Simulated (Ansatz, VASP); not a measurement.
# GaAs in VASP and in Ansatz

Contents of POSCAR:

```
GaAs
1.0
    0.0000000000      2.8999439551      2.8999439551
    2.8999439551      0.0000000000      2.8999439551
    2.8999439551      2.8999439551      0.0000000000
Ga As
1 1
Direct
    0.0000000000      0.0000000000      0.0000000000
    0.2500000000      0.2500000000      0.2500000000
```

INCAR.step1

```
SYSTEM = GaAs
PREC     = Accurate       ! precision mode
ENCUT    = 560            ! plane-wave cutoff, eV
ISMEAR   = -1             ! smearing method
SIGMA    = 0.02           ! smearing width, eV
LREAL    = .False.        ! projectors in reciprocal space
LASPH    = .True.         ! aspherical terms in the spheres
NELM     = 120            ! most SCF steps
NBANDS   = 21             ! bands
GGA      = PE             ! functional
ALGO     = Normal         ! electronic algorithm
EDIFF    = 1E-5           ! SCF threshold, eV
LWAVE    = .True.         ! write WAVECAR
LCHARG   = .False.        ! write CHGCAR
GGA_COMPAT= .False.
```

Contents of INCAR.step2:

```
SYSTEM = GaAs
PREC     = Accurate       ! precision mode
ENCUT    = 560            ! plane-wave cutoff, eV
EDIFF    = 1E-6           ! SCF threshold, eV
ISMEAR   = -1             ! smearing method
SIGMA    = 0.02           ! smearing width, eV
LREAL    = .False.        ! projectors in reciprocal space
LASPH    = .True.         ! aspherical terms in the spheres
NELM     = 120            ! most SCF steps
ALGO     = Normal         ! electronic algorithm
ISIF     = 2              ! what is computed and relaxed
LWAVE    = .False.        ! write WAVECAR
LCHARG   = .False.        ! write CHGCAR
METAGGA  = R2SCAN         ! meta-GGA
LMIXTAU  = .True.       
NBANDS   = 21             ! bands
ISTART   = 1            
GGA_COMPAT= .False.
```

File KPOINTS:

```
regular mesh
0
Gamma
  8 8 8
  0 0 0
```

Input for Ansatz:

```yaml
crystal:
  lattice:
    - [0.0, 2.8999439551, 2.8999439551]
    - [2.8999439551, 0.0, 2.8999439551]
    - [2.8999439551, 2.8999439551, 0.0]
  atoms:
    - { symbol: Ga, position: [0.0, 0.0, 0.0] }
    - { symbol: As, position: [0.25, 0.25, 0.25] }
kpoints:
  mp_grid: { grid: [8, 8, 8] }
  band_path:
    path:
      - [0.0, 0.0, 0.0]
      - [-0.5, -0.5, 0.0]
      - [-0.375, -0.375, 0.25]
      - [-0.375, 0.0, 0.375]
      - [0.0, 0.0, 0.5]
      - [-0.5, -0.25, 0.25]
    npoints: 1
hamiltonian:
  xc: r2scan
scf:
  occupations: { method: fermi_dirac, width: 0.02 }
  n_extra_bands: 4
output:
  forces: true
  stress: true
  eigenvalues: true
```

Change from the starting cell: hydrostatic strain +2.4%.

Alike in both runs: task single point; functional r2SCAN; k mesh 8 × 8 × 8; occupations fermi-dirac, width 0.02 eV; no spin polarisation.

```csv
,VASP,Ansatz
version,VASP 6.6.1,Ansatz 0.2.0
potentials or method,"VASP PAW PBE potentials, release 64 (Ga_d, As_d)","plane waves, PAW"
plane-wave cutoff (eV),560,500
valence electrons in the cell,28,28
```

```csv
,VASP,Ansatz,Ansatz less VASP
pressure (GPa),-4.3,-4.3,-0.04
```

VASP's potentials were made for PBE, not for r2SCAN.
